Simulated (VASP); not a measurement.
A run of VASP 6.6.1:

INCAR

```
SYSTEM = CdTeF6
ALGO = Normal
EDIFF = 1E-7
ENCUT = 520
GGA = PE
ISIF = 2
ISMEAR = 0
LASPH = .TRUE.
LCHARG = .FALSE.
LREAL = .FALSE.
LWAVE = .FALSE.
NBANDS = 40
NELM = 80
PREC = Accurate
SIGMA = 0.1
```

File KPOINTS:

```
k-points
0
G
  4 4 4
  0 0 0
```

Contents of POSCAR:

```
CdTeF6
1.0
    0.0000000000      4.2826493900      4.2826493900
    4.2826493900      0.0000000000      4.2826493900
    4.2826493900      4.2826493900      0.0000000000
Cd Te F
1 1 6
Direct
    0.0000000000      0.0000000000      0.0000000000
    0.5000000000      0.5000000000      0.5000000000
    0.7476230900      0.2523769100      0.2523769100
    0.2523769100      0.7476230900      0.7476230900
    0.2523769100      0.7476230900      0.2523769100
    0.7476230900      0.2523769100      0.7476230900
    0.2523769100      0.2523769100      0.7476230900
    0.7476230900      0.7476230900      0.2523769100
```

Potentials or basis: VASP PAW PBE potentials, release 64 (Cd, Te, F).

Command:

```sh
$ cat potpaw_PBE.64/Cd/POTCAR potpaw_PBE.64/Te/POTCAR potpaw_PBE.64/F/POTCAR > POTCAR
$ mpirun -np 1 vasp_std > vasp.out
```

Hardware: 1 thread of Oxide Virtual Turin-like Processor, with other jobs on the host.

How long does it take, and how much memory?

Run time: 2.4 min on 1 thread of Oxide Virtual Turin-like Processor, on a shared host, peak memory 0.3 GiB. Counts: scf iterations 17, k points 8.
